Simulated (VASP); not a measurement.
Runs of VASP 6.6.1 on Cr. The structure is that of space group Fd-3m (No. 227), or close to it. The cells are those of the table. This isn't the form of Cr at room conditions, which is bcc.

| cell | gap on the mesh (eV) | pressure (GPa) | moment (μB) |
| --- | --- | --- | --- |
| a = 3.968 Å, angles 60.0°, 2 atoms | none | (a) | 0.00 |
| a = 3.859 Å, angles 60.0°, 2 atoms | none | 2.6 | 0.00 |
| a = 4.020 Å, angles 60.0°, 2 atoms | none | -0.8 | 0.00 |
| a = 3.802 Å, angles 60.0°, 2 atoms | none | 4.3 | 0.00 |

Alike in all rows: task single point; level RPBE; potentials or basis VASP PAW PBE potentials, release 64 (Cr_pv); spin collinear, antiferromagnetic start; k mesh 11 × 11 × 11; cutoff (eV) 520; smearing fermi-dirac 0.05 eV.

Task: Fill in the values left out.

Result: (a) 0.1.

Caveats: an empty level that is flat over the whole mesh can mark a ghost state of the potentials, or a narrow d or f band; the antiferromagnetic order is the one typed at the start, and another may lie lower; the PAW data sets were made with another functional, which shifts forces and pressure a little; the cell stands under pressure (at least some runs).

A gap of «none» marks levels without a gap at the run's occupations.
